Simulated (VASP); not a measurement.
# SrO in VASP: a series of runs

SrO is run at these levels: PBE; tasks: single point.

Everything below comes from runs of VASP 6.6.1. Logs are shortened: lines on timing, memory, paths and dates and some standing lists are left out, and cuts for length are marked.

### Step 1. The cell of the first run

The structure is orthorhombic, space group Pmn2_1 (No. 31). Conventional cell: a = 3.955 Å, b = 3.960 Å, c = 5.669 Å, α = 90.00°, β = 90.00°, γ = 90.00°. Sr (site symmetry m) has 4 O at 2.43 to 2.44 Å within 3.2 Å. O (site symmetry m) has 4 Sr at 2.43 to 2.44 Å within 3.2 Å.

### Step 2. Single point, PBE

INCAR reads:

```
  PREC = Accurate
  ENCUT = 520
  EDIFF = 1E-7
  ISMEAR = 0
  SIGMA = 0.1
  LREAL = False
  LASPH = True
  NELM = 80
  ALGO = Normal
  ISIF = 2
  LWAVE = False
  LCHARG = False
  GGA = PE
  NBANDS = 24
```

KPOINTS reads:

```
Automatic mesh
0
Gamma
  4 4 4
```

POSCAR reads:

```
SrO
1.0
    3.9552677128      0.0000000000      0.0000000000
    0.0000000000      3.9596670432      0.0000000000
    0.0000000000      0.0000000000      5.6685008969
Sr O
2 2
Direct
    0.0000000000      0.7512346501      0.0275379315
    0.5000000000      0.2487653499      0.5275379315
    0.0000000000      0.2519147670      0.2774620685
    0.5000000000      0.7480852330      0.7774620685
```

Potentials or basis: VASP PAW PBE potentials, release 64 (Sr_sv, O).

Run with:

```sh
$ cat potpaw_PBE.64/Sr_sv/POTCAR potpaw_PBE.64/O/POTCAR > POTCAR
$ mpirun -np 1 vasp_std > vasp.out
```

OUTCAR:

```text
PREC = Accurate
   ENCUT = 520
   EDIFF = 1E-7
   ISMEAR = 0
   LREAL = False
   LASPH = True
   NELM = 80
   ISIF = 2
   GGA = PE

 ion  position               nearest neighbor table
   1  0.000  0.751  0.028-   3 2.43   4 2.43   4 2.43   3 2.44   2 3.98   2 3.98   2 3.98   2 3.98
                             2 3.99   2 3.99   2 3.99   2 3.99
   2  0.500  0.249  0.528-   4 2.43   3 2.43   3 2.43   4 2.44   1 3.98   1 3.98   1 3.98   1 3.98
                             1 3.99   1 3.99   1 3.99   1 3.99
   3  0.000  0.252  0.277-   1 2.43   2 2.43   2 2.43   1 2.44
   4  0.500  0.748  0.777-   2 2.43   1 2.43   1 2.43   2 2.44

  LATTYP: Found a simple orthorhombic cell.
 ALAT       =     3.9552677128
 B/A-ratio  =     1.0011122712
 C/A-ratio  =     1.4331522689

  Lattice vectors:

 A1 = (   3.9552677128,   0.0000000000,   0.0000000000)
 A2 = (   0.0000000000,   3.9596670432,   0.0000000000)
 A3 = (   0.0000000000,   0.0000000000,   5.6685008969)

Analysis of symmetry for initial positions (statically):
=====================================================================
 Subroutine PRICEL returns:
 Original cell was already a primitive cell.

 Routine SETGRP: Setting up the symmetry group for a
 simple orthorhombic supercell.

 Subroutine GETGRP returns: Found  4 space group operations
 (whereof  2 operations were pure point group operations)
 out of a pool of  8 trial point group operations.

The static configuration has the point symmetry C_1h.
 The point group associated with its full space group is C_2v.

Analysis of symmetry for dynamics (positions and initial velocities):
=====================================================================
 Subroutine PRICEL returns:
 Original cell was already a primitive cell.

 Routine SETGRP: Setting up the symmetry group for a
 simple orthorhombic supercell.

 Subroutine GETGRP returns: Found  4 space group operations
 (whereof  2 operations were pure point group operations)
 out of a pool of  8 trial point group operations.

The dynamic configuration has the point symmetry C_1h.
 The point group associated with its full space group is C_2v.

 Subroutine INISYM returns: Found  4 space group operations
 (whereof  2 operations are pure point group operations),
 and found     1 'primitive' translations

----------------------------------------------------------------------------------------

                                     Primitive cell

  volume of cell :      88.7775

  direct lattice vectors                    reciprocal lattice vectors
     3.955267713  0.000000000  0.000000000     0.252827387  0.000000000  0.000000000
     0.000000000  3.959667043  0.000000000     0.000000000  0.252546487  0.000000000
     0.000000000  0.000000000  5.668500897     0.000000000  0.000000000  0.176413485

  length of vectors
     3.955267713  3.959667043  5.668500897     0.252827387  0.252546487  0.176413485

  position of ions in fractional coordinates (direct lattice)
     0.000000000  0.751234650  0.027537931
     0.500000000  0.248765350  0.527537931
     0.000000000  0.251914767  0.277462069
     0.500000000  0.748085233  0.777462069

  ion indices of the primitive-cell ions
   primitive index   ion index
                 1           1
                 2           2
                 3           3
                 4           4

----------------------------------------------------------------------------------------

 KPOINTS: Automatic mesh

Automatic generation of k-mesh.
 Grid dimensions read from file:
 generate k-points for:    4    4    4

 Generating k-lattice:

  Cartesian coordinates                     Fractional coordinates (reciprocal lattice)
     0.063206847  0.000000000  0.000000000     0.250000000  0.000000000  0.000000000
     0.000000000  0.063136622  0.000000000     0.000000000  0.250000000  0.000000000
     0.000000000  0.000000000  0.044103371     0.000000000  0.000000000  0.250000000

  Length of vectors
     0.063206847  0.063136622  0.044103371

  Shift w.r.t. Gamma in fractional coordinates (k-lattice)
     0.000000000  0.000000000  0.000000000

 Subroutine IBZKPT returns following result:
 ===========================================

 Found     27 irreducible k-points:

 Following reciprocal coordinates:
            Coordinates               Weight
  0.000000  0.000000  0.000000      1.000000
  0.250000  0.000000  0.000000      2.000000
  0.500000  0.000000  0.000000      1.000000
  0.000000  0.250000  0.000000      2.000000
  0.250000  0.250000  0.000000      4.000000
  0.500000  0.250000  0.000000      2.000000
[... 16 lines left out ...]
  0.250000  0.250000  0.500000      4.000000
  0.500000  0.250000  0.500000      2.000000
 [... further k-points ...]
   k-points           NKPTS =     27   k-points in BZ     NKDIM =     27   number of bands    NBANDS=     24
   number of dos      NEDOS =    301   number of ions     NIONS =      4
   total plane-waves  NPLWV =  37800
   dimension x,y,z NGX =    30 NGY =   30 NGZ =   42
   dimension x,y,z NGXF=    60 NGYF=   60 NGZF=   84
   ions per type =               2   2
   NGX,Y,Z   is equivalent  to a cutoff of  12.61, 12.60, 12.32 a.u.
   NGXF,Y,Z  is equivalent  to a cutoff of  25.22, 25.19, 24.64 a.u.
 SYSTEM =  unknown system
   PREC   = accura    normal or accurate (medium, high low for compatibility)
   ISTART =      0    job   : 0-new  1-cont  2-samecut
   ICHARG =      2    charge: 1-file 2-atom 10-const
   ISPIN  =      1    spin polarized calculation?
   LNONCOLLINEAR =      F non collinear calculations
   LSORBIT =      F    spin-orbit coupling
   LASPH  =      T    aspherical Exc in radial PAW
   ENCUT  =  520.0 eV  38.22 Ry    6.18 a.u.   7.35  7.36 10.54*2*pi/ulx,y,z
   NELM   =     80;   NELMIN=  2; NELMDL= -5     # of ELM steps
   EDIFF  = 0.1E-06   stopping-criterion for ELM
   LREAL  =      F    real-space projection
   EDIFFG = 0.1E-05   stopping-criterion for IOM
   NSW    =      0    number of steps for IOM
   IBRION =     -1    ionic relax: 0-MD 1-quasi-New 2-CG
   NFREE  =      0    steps in history (QN), initial steepest desc. (CG)
   ISIF   =      2    stress and relaxation
   ISYM   =      2    0-nonsym 1-usesym 2-fastsym
   POTIM  = 0.5000    time-step for ionic-motion
   TEBEG  =    0.0;   TEEND  =   0.0 temperature during run
   PSTRESS=    0.0 pullay stress
   NELECT =      32.0000    total number of electrons
   NUPDOWN=      -1.0000    fix difference up-down
   EMIN   =  10.00;   EMAX   =-10.00  energy-range for DOS
   EFERMI =   0.00;   METHOD = LEGACY
   ISMEAR =     0;   SIGMA  =   0.10  broadening in eV -4-tet -1-fermi 0-gaus
   EFERMI_NEDOS =   21; number of points for ismear=-14 and -15
   IALGO  =     38    algorithm
   IMIX   =      4    mixing-type and parameters
     AMIX     =   0.40;   BMIX     =  1.00
     AMIX_MAG =   1.60;   BMIX_MAG =  1.00
  volume/ion in A,a.u.               =      22.19       149.77
  Fermi-wavevector in a.u.,A,eV,Ry     =   1.165084  2.201689 18.468830  1.357421
  Thomas-Fermi vector in A             =   2.301614
   LORBIT       =      0    0 simple, 1 ext, 2 COOP (PROOUT), +10 PAW based schemes
   GGA     = PE    functional components
   LHFCALC =     F    Hartree Fock is set to
   AEXX    =    0.0000 exact exchange contribution
   IVDW    =     0    specifies the selected vdW correction
   LEPSILON=     F    determine dielectric tensor
   LRPA    =     F    only Hartree local field effects (RPA)
 non-spin polarized calculation
 Gauss-broadening in eV      SIGMA  =   0.10
  energy-cutoff  :      520.00
  volume of cell :       88.78
 maximum number of plane-waves:      2421
 NGX is ok and might be reduce to    30

 number of electron      31.9999998 magnetization

 Free energy of the ion-electron system (eV)
  ---------------------------------------------------
  ext. energy  EPLUGINS =         0.00000000
  ---------------------------------------------------
  free energy    TOTEN  =       -23.53147340 eV

  energy without entropy =      -23.53147340  energy(sigma->0) =      -23.53147340

 E-fermi :   0.7169     XC(G=0):  -8.5442

 val. band max:        0.2170065566   @ k =   0.2500   0.2500   0.0000
 cond. band min:       2.6859212463   @ k =   0.0000   0.0000   0.0000
 fundamental gap:      2.4689146897
 Fermi energy:         0.7168908425

 k-point     1 :       0.0000    0.0000    0.0000
  band No.  band energies     occupation
      1     -32.0709      2.00000
      2     -31.9991      2.00000
      3     -16.0003      2.00000
      4     -14.5365      2.00000
      5     -14.1703      2.00000
      6     -14.1697      2.00000
[... 16 lines left out ...]
     23       9.5220      0.00000
     24       9.5269      0.00000

 k-point     2 :       0.2500    0.0000    0.0000
  band No.  band energies     occupation
      1     -32.0508      2.00000
      2     -31.9999      2.00000
      3     -15.9494      2.00000
      4     -15.2058      2.00000
      5     -14.2968      2.00000
      6     -14.1292      2.00000
[... 16 lines left out ...]
     23       9.1644      0.00000
     24       9.7492      0.00000

 k-point     3 :       0.5000    0.0000    0.0000
  band No.  band energies     occupation
      1     -32.0157      2.00000
      2     -32.0157      2.00000
      3     -15.7604      2.00000
      4     -15.7604      2.00000
      5     -14.2395      2.00000
      6     -14.2395      2.00000
[... 16 lines left out ...]
     23       8.6761      0.00000
     24       8.6761      0.00000
[... 514 lines left out ...]
 k-point    23 :       0.2500    0.2500    0.5000
  band No.  band energies     occupation
      1     -32.0159      2.00000
      2     -32.0159      2.00000
      3     -15.7580      2.00000
      4     -15.7580      2.00000
      5     -14.2380      2.00000
      6     -14.2380      2.00000
[... 16 lines left out ...]
     23       8.7213      0.00000
     24       8.7213      0.00000

 k-point    24 :       0.5000    0.2500    0.5000
  band No.  band energies     occupation
      1     -32.0062      2.00000
      2     -32.0062      2.00000
      3     -15.8718      2.00000
      4     -15.8718      2.00000
      5     -14.2470      2.00000
      6     -14.2470      2.00000
[... 16 lines left out ...]
     23       9.0517      0.00000
     24       9.0517      0.00000

 [... further k-points ...]
[... 5 lines left out ...]
  --------------------------------------------------------------------------------------
  -------------------------------------------------------------------------------------
  Total        0.1556987      0.1104406      0.0329371      0.0000000      0.0000000      0.0000000
  in kB        2.8099124      1.9931349      0.5944190      0.0000000      0.0000000      0.0000000
  external PRESSURE =       1.7991555 kB  Pullay stress =       0.0000000 kB

 VOLUME and BASIS-vectors are now :
 -----------------------------------------------------------------------------
  energy-cutoff  :      520.00
  volume of cell :       88.78
      direct lattice vectors                 reciprocal lattice vectors
     3.955267713  0.000000000  0.000000000     0.252827387  0.000000000  0.000000000
     0.000000000  3.959667043  0.000000000     0.000000000  0.252546487  0.000000000
     0.000000000  0.000000000  5.668500897     0.000000000  0.000000000  0.176413485

 POSITION                                       TOTAL-FORCE (eV/Angst)
 -----------------------------------------------------------------------------------
      0.00000      2.97464      0.15610         0.000000     -0.009678      0.002640
      1.97763      0.98503      2.99035         0.000000      0.009678      0.002640
      0.00000      0.99750      1.57279         0.000000     -0.016602     -0.002640
      1.97763      2.96217      4.40704         0.000000      0.016602     -0.002640
 -----------------------------------------------------------------------------------
    total drift:                                0.000000      0.000000      0.000318

  FREE ENERGIE OF THE ION-ELECTRON SYSTEM (eV)
  ---------------------------------------------------
  free  energy   TOTEN  =       -23.5314734000 eV

  energy  without entropy=      -23.5314734000  energy(sigma->0) =      -23.53147340
```

Wall time 27 s (1 thread of Intel Xeon Platinum 8559C (Emerald Rapids), shared host); peak memory 0.21 GiB.

What came out:

- Free energy: -23.5315 eV
- Pressure: 0.2 GPa
- Largest force: 0.017 eV/Å
- Band gap on the k mesh: 2.47 eV

Forces in eV/Å, atoms in the order of the input:
```
Sr   0.000 -0.010  0.003
Sr   0.000  0.010  0.003
O    0.000 -0.017 -0.003
O    0.000  0.017 -0.003
```

Stress tensor (GPa, compression positive):
```
0.28 0.00 0.00
0.00 0.20 0.00
0.00 0.00 0.06
```

### Step 3. Single point, PBE

This run uses another cell than the first one: it holds 8 atoms, not 4.

INCAR reads:

```
SYSTEM = SrO
PREC     = Accurate       ! precision mode
ENCUT    = 520            ! plane-wave cutoff, eV
EDIFF    = 1E-7           ! SCF threshold, eV
ISMEAR   = 0              ! smearing method
SIGMA    = 0.1            ! smearing width, eV
LREAL    = .False.        ! projectors in reciprocal space
LASPH    = .True.         ! aspherical terms in the spheres
NELM     = 60             ! most SCF steps
ALGO     = Normal         ! electronic algorithm
ISIF     = 2              ! what is computed and relaxed
LWAVE    = .False.        ! write WAVECAR
LCHARG   = .False.        ! write CHGCAR
GGA      = PE             ! functional
NBANDS   = 42             ! bands
```

KPOINTS reads:

```
regular mesh
0
Gamma
  4 2 2
  0 0 0
```

POSCAR reads:

```
SrO
1.0
   -2.8068086803      0.0000000000     -2.8068086803
   -2.8068086803     -5.6136173605      2.8068086803
   -2.8068086803      5.6136173605      2.8068086803
Sr O
4 4
Direct
    0.0000000000      0.7500000000      0.2500000000
    0.5000000000      0.2500000000      0.2500000000
    0.5000000000      0.7500000000      0.7500000000
    0.0000000000      0.2500000000      0.7500000000
    0.5000000000      0.8750000000      0.1250000000
    0.0000000000      0.3750000000      0.1250000000
    0.0000000000      0.8750000000      0.6250000000
    0.5000000000      0.3750000000      0.6250000000
```

Potentials or basis: VASP PAW PBE potentials, release 64 (Sr_sv, O).

Run with:

```sh
$ cat potpaw_PBE.64/Sr_sv/POTCAR potpaw_PBE.64/O/POTCAR > POTCAR
$ mpirun -np 1 vasp_std > vasp.out
```

Wall time 57 s (1 thread of Intel Xeon Platinum 8559C (Emerald Rapids), shared host); peak memory 0.29 GiB.

The run converged. Its results:

```
Free energy            : -47.0604 eV
Pressure               : 0.4 GPa
Band gap on the k mesh : 2.48 eV
```

Levels at points of the mesh, in eV from the valence-band top:
```tsv
k point	band 29	band 30	band 31	band 32	band 33	band 34	band 35	band 36
(0.00, 0.00, 0.00)	-0.51	-0.51	-0.01	-0.01	2.48	4.54	5.24	5.24
(0.50, 0.00, 0.00)	-0.46	-0.46	0.00	0.00	4.55	4.55	4.90	4.90
(0.00, 0.50, 0.00)	-0.31	-0.31	-0.26	-0.26	4.05	4.05	4.84	4.84
(0.50, 0.50, 0.00)	-0.26	-0.26	-0.26	-0.26	4.84	4.84	4.84	4.84
(0.00, 0.50, 0.50)	-0.44	-0.44	-0.44	-0.44	4.56	4.56	4.90	4.90
(0.50, 0.50, 0.50)	-0.01	-0.01	-0.01	-0.01	4.54	4.54	5.24	5.24
```

Caveat: the k points lie up to 0.48 Å⁻¹ apart. A hybrid or GW would open this gap; PBE tends to underestimate it.

(Continued in part 2 of 2.)
